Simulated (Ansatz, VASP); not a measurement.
## One calculation of YHSe, two programs

INCAR

```
SYSTEM = YHSe
ALGO = Normal ; EDIFF = 1E-7
ENCUT = 520 ; GGA = CA
ISIF = 2 ; ISMEAR = 0
LASPH = .TRUE. ; LCHARG = .FALSE.
LREAL = .FALSE. ; LWAVE = .FALSE.
NBANDS = 16 ; NELM = 60
PREC = Accurate ; SIGMA = 0.05
```

File KPOINTS:

```
k-points
0
G
  9 9 8
  0 0 0
```

Contents of POSCAR:

```
YHSe
1.0
    3.8409313358      0.0000000000      0.0000000000
   -1.9204656679      3.3263441110      0.0000000000
    0.0000000000      0.0000000000      4.2287935248
Y H Se
1 1 1
Direct
    0.0000000000      0.0000000000      0.0000000000
    0.3333333333      0.6666666667      0.0000000000
    0.6666666667      0.3333333333      0.5000000000
```

Input for Ansatz:

```yaml
crystal:
  lattice:
    - [3.8409313358, 0.0, 0.0]
    - [-1.9204656679, 3.326344111, 0.0]
    - [0.0, 0.0, 4.2287935248]
  atoms:
    - { symbol: "Y", position: [0.0, 0.0, 0.0] }
    - { symbol: H, position: [0.3333333333, 0.6666666667, 0.0] }
    - { symbol: Se, position: [0.6666666667, 0.3333333333, 0.5] }
basis:
  ecutwfc: 420
kpoints:
  mp_grid: { grid: [9, 9, 8] }
hamiltonian:
  xc: lda
scf:
  occupations: { method: gaussian, width: 0.05 }
output:
  forces: true
  stress: true
  eigenvalues: true
```

Change from the starting cell: strain +0.000 along x and y, +0.080 along z, atoms carried along.

Alike in both runs: task single point; functional LDA; k mesh 9 × 9 × 8; occupations gaussian, width 0.05 eV; no spin polarisation.

|  | VASP | Ansatz |
| --- | --- | --- |
| version | VASP 6.6.1 | Ansatz 0.2.0 |
| potentials or method | VASP PAW LDA potentials, release 64 (Y_sv, H, Se), cutoff 520 eV | scalar-relativistic, plane waves, PAW |
| valence electrons in the cell | 18 | 28 |

```csv
,VASP,Ansatz,Ansatz less VASP
gap on the k mesh at the Fermi level (eV),1.96,1.97,+0.002
least direct gap on the mesh (eV),2.03,2.04,+0.011
pressure (GPa),-9.9,-10.0,-0.05
"traceless stress, the component that is largest in VASP (GPa)",-7.01,-7.01,0.000
```

LDA's correlation is that of Perdew and Zunger in VASP and of Perdew and Wang (1992) in Ansatz. VASP's potentials hold 18 valence electrons a cell and Ansatz's 28, so a difference there can come from the potentials and not from the codes.
